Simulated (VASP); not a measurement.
Here is a VASP 6.6.1 calculation.

File INCAR:

```
  PREC = Accurate
  ENCUT = 520
  EDIFF = 1E-6
  ISMEAR = 0
  SIGMA = 0.05
  LREAL = F
  LASPH = T
  NELM = 80
  ALGO = Normal
  ISIF = 2
  LWAVE = F
  LCHARG = T
  GGA = CA
  LELF = T
  LVHAR = T
  NBANDS = 37
```

Contents of KPOINTS:

```
Automatic mesh
0
Gamma
  8 8 4
```

File POSCAR:

```
BiBrO
1.0
    3.8826151614      0.0000000000      0.0000000000
    0.0000000000      3.8826151614      0.0000000000
    0.0000000000      0.0000000000      7.8867516861
Bi Br O
2 2 2
Direct
    0.0000000000      0.5000000000      0.1575579020
    0.5000000000      0.0000000000      0.8424420980
    0.0000000000      0.5000000000      0.6517216503
    0.5000000000      0.0000000000      0.3482783497
    0.0000000000      0.0000000000      0.0000000000
    0.5000000000      0.5000000000      0.0000000000
```

Potentials or basis: VASP PAW LDA potentials, release 64 (Bi_d, Br, O).

The run is started by

```sh
$ cat potpaw_LDA.64/Bi_d/POTCAR potpaw_LDA.64/Br/POTCAR potpaw_LDA.64/O/POTCAR > POTCAR
$ mpirun -np 1 vasp_std > vasp.out
```

**Question.** Predict the band gap on the k mesh.

**Answer.** 2.02 eV (least direct gap 2.24 eV).

**Question.** Predict the largest force.

**Answer.** 0.081 eV/Å.

Forces on the atoms (eV/Å):
```
Bi   0.000  0.000  0.081
Bi   0.000  0.000 -0.081
Br   0.000  0.000 -0.010
Br   0.000  0.000  0.010
O    0.000  0.000  0.000
O    0.000  0.000  0.000
```

Caveat: spin-orbit coupling is left out, which moves the levels of the heavy elements. A k mesh can miss the band edges.
